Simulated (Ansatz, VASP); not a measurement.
**BaTiO3 in VASP and in Ansatz**

The input POSCAR:

```
BaTiO3
1.0
    3.9939696187      0.0000000000      0.0000000000
    0.0000000000      3.9939696187     -0.2995477214
    0.0000000000     -0.2995577881      3.9941038410
Ba Ti O
1 1 3
Direct
    0.0000000000      0.0000000000      0.0000000000
    0.5000000000      0.5000000000      0.5000000000
    0.5000000000      0.5000000000      0.0000000000
    0.5000000000      0.0000000000      0.5000000000
    0.0000000000      0.5000000000      0.5000000000
```

File INCAR.step1:

```
SYSTEM = BaTiO3
  PREC = Accurate
  ENCUT = 520
  ISMEAR = 0
  SIGMA = 0.05
  LREAL = .FALSE.
  LASPH = .TRUE.
  NELM = 100
  NBANDS = 28
  GGA = PE
  ALGO = Normal
  EDIFF = 1E-4
  LWAVE = .TRUE.
  LCHARG = .FALSE.
```

Contents of INCAR.step2:

```
SYSTEM = BaTiO3
  PREC = Accurate
  ENCUT = 520
  EDIFF = 1E-6
  ISMEAR = 0
  SIGMA = 0.05
  LREAL = .FALSE.
  LASPH = .TRUE.
  NELM = 100
  ALGO = Normal
  ISIF = 2
  LWAVE = .FALSE.
  LCHARG = .FALSE.
  METAGGA = R2SCAN
  LMIXTAU = .TRUE.
  NBANDS = 28
  ISTART = 1
```

KPOINTS

```
regular mesh
0
G
  8 8 8
  0 0 0
```

Input for Ansatz:

```yaml
crystal:
  lattice:
    - [3.9939696187, 0.0, 0.0]
    - [0.0, 3.9939696187, -0.2995477214]
    - [0.0, -0.2995577881, 3.994103841]
  atoms:
    - { symbol: Ba, position: [0.0, 0.0, 0.0] }
    - { symbol: Ti, position: [0.5, 0.5, 0.5] }
    - { symbol: O, position: [0.5, 0.5, 0.0] }
    - { symbol: O, position: [0.5, 0.0, 0.5] }
    - { symbol: O, position: [0.0, 0.5, 0.5] }
basis:
  ecutwfc: 500
kpoints:
  mp_grid: { grid: [8, 8, 8] }
hamiltonian:
  xc: r2scan
scf:
  occupations: { method: gaussian, width: 0.05 }
output:
  forces: true
  stress: true
  eigenvalues: true
```

Change from the starting cell: strain -0.1500 x Voigt [0, 0, 0, 1, 0, 0], atoms carried along.

Alike in both runs: task single point; functional r2SCAN; k mesh 8 × 8 × 8; occupations gaussian, width 0.05 eV; no spin polarisation.

```csv
,VASP,Ansatz
version,VASP 6.6.1,Ansatz 0.2.0
potentials or method,"VASP PAW PBE potentials, release 64 (Ba_sv, Ti_sv, O), cutoff 520 eV","scalar-relativistic, plane waves, PAW"
valence electrons in the cell,40,40
```

Ansatz gave:

| Item | Value |
| --- | --- |
| gap on the k mesh at the Fermi level (eV) | 1.29 |
| least direct gap on the mesh (eV) | 1.29 |
| pressure (GPa) | 2.3 |
| traceless stress, the component that is largest in VASP (GPa) | 20.77 |

Task: What did VASP give for the same quantities?

Result: gap on the k mesh at the Fermi level (eV): 1.30; least direct gap on the mesh (eV): 1.30; pressure (GPa): 4.5; traceless stress, the component that is largest in VASP (GPa): 21.44.

VASP's potentials were made for PBE, not for r2SCAN. Ansatz's warnings: near symmetry operations not taken.

Spin-orbit coupling is off throughout.
